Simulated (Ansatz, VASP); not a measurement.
**One calculation of AsO, two programs**

```
CELL_PARAMETERS angstrom
2.90364 0.00000 0.00000
0.00000 2.90364 0.00000
0.00000 0.00000 2.90364
ATOMIC_POSITIONS crystal
As 0.00000 0.00000 0.00000
O 0.50000 0.50000 0.50000
```

Change from the starting cell: species swapped into the ZrIr type (Pm-3m, No. 221).

Alike in both runs: functional PBE; k mesh 6 × 6 × 6; occupations gaussian, width 0.1 eV; no spin polarisation.

Ansatz relaxed the structure, and its values are those at the end. VASP's run is a single point on that final structure, the one shown.

|  | VASP | Ansatz |
| --- | --- | --- |
| version | VASP 6.6.1 | Ansatz 0.2.0 |
| potentials or method | VASP PAW PBE potentials, release 64 (As, O), cutoff 520 eV | scalar-relativistic, plane waves, PAW |
| valence electrons in the cell | 11 | 21 |

```tsv
	VASP	Ansatz	Ansatz less VASP
gap on the k mesh at the Fermi level (eV)	none	none	-
pressure (GPa)	-0.2	0.0	+0.16
```

A gap of «none» marks a metal or a gap that the smearing closes. VASP's potentials hold 11 valence electrons a cell and Ansatz's 21, so a difference there can come from the potentials and not from the codes.

The k mesh is coarse, so the values compare programs but aren't converged.
